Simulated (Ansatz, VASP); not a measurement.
**Sb: VASP beside Ansatz**

```
CELL_PARAMETERS angstrom
4.66400 2.69276 5.19930
-4.66400 2.69276 5.19930
0.00000 -5.38552 5.19930
ATOMIC_POSITIONS crystal
Sb 0.03774 0.66002 0.03774
Sb 0.03774 0.03774 0.66002
Sb 0.66002 0.03774 0.03774
Sb 0.96226 0.33998 0.96226
Sb 0.33998 0.96226 0.96226
Sb 0.96226 0.96226 0.33998
Sb 0.29887 0.62902 0.29887
Sb 0.29887 0.29887 0.62902
Sb 0.62902 0.29887 0.29887
Sb 0.70113 0.37098 0.70113
Sb 0.37098 0.70113 0.70113
Sb 0.70113 0.70113 0.37098
```

Alike in both runs: functional PBEsol; k mesh 3 × 3 × 3; occupations gaussian, width 0.1 eV; no spin polarisation.

Ansatz relaxed the structure, and its values are those at the end. VASP's run is a single point on that final structure, the one shown.

|  | VASP | Ansatz |
| --- | --- | --- |
| version | VASP 6.6.1 | Ansatz 0.2.0 |
| potentials or method | VASP PAW PBE potentials, release 64 (Sb), cutoff 520 eV | scalar-relativistic, plane waves, PAW |
| valence electrons in the cell | 60 | 180 |

```tsv
	VASP	Ansatz	Ansatz less VASP
gap on the k mesh at the Fermi level (eV)	none	none	-
pressure (GPa)	0.3	0.2	-0.10
rms of the force components (eV/Å)	0.012	0.011	-0.0003
```

VASP's potentials were made for PBE, not for PBEsol. A gap of «none» marks a metal or a gap that the smearing closes. VASP's potentials hold 60 valence electrons a cell and Ansatz's 180, so a difference there can come from the potentials and not from the codes.

Spin-orbit coupling is off throughout.
